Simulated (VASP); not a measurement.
A run of VASP 6.6.1:

Contents of POSCAR:

```
ZnSe
1.0
    0.0000000000      2.6820191423      2.6820191423
    2.6820191423      0.0000000000      2.6820191423
    2.6820191423      2.6820191423      0.0000000000
Zn Se
1 1
Direct
    0.0000000000      0.0000000000      0.0000000000
    0.2500000000      0.2500000000      0.2500000000
```

Contents of INCAR.step1:

```
SYSTEM = ZnSe
  ALGO = Normal
  EDIFF = 1E-4
  ENCUT = 520
  GGA = PE
  ISMEAR = 0
  LASPH = .TRUE.
  LCHARG = .FALSE.
  LREAL = .FALSE.
  LWAVE = .TRUE.
  NBANDS = 16
  NELM = 100
  PREC = Accurate
  SIGMA = 0.01
```

File INCAR.step2:

```
SYSTEM = ZnSe
  ALGO = Normal
  EDIFF = 1E-7
  ENCUT = 520
  ISIF = 2
  ISMEAR = 0
  ISTART = 1
  LASPH = .TRUE.
  LCHARG = .FALSE.
  LMIXTAU = .TRUE.
  LREAL = .FALSE.
  LWAVE = .FALSE.
  METAGGA = R2SCAN
  NBANDS = 16
  NELM = 100
  PREC = Accurate
  SIGMA = 0.01
```

File KPOINTS:

```
k-points
0
G
  8 8 8
  0 0 0
```

Potentials or basis: VASP PAW PBE potentials, release 64 (Zn, Se).

Launch:

```console
$ cat potpaw_PBE.64/Zn/POTCAR potpaw_PBE.64/Se/POTCAR > POTCAR
$ cp INCAR.step1 INCAR
$ mpirun -np 1 vasp_std > vasp.out
$ cp INCAR.step2 INCAR
$ mpirun -np 1 vasp_std > vasp.out
```

Hardware: 1 thread of AMD EPYC 7R43 64-Core Processor (Zen 3), with other jobs on the host.

Question: Estimate the wall time of this run.

Answer: Wall time 2.4 min on 1 thread of AMD EPYC 7R43 64-Core Processor (Zen 3), on a shared host, peak memory 0.14 GiB. Counts: k points 29.
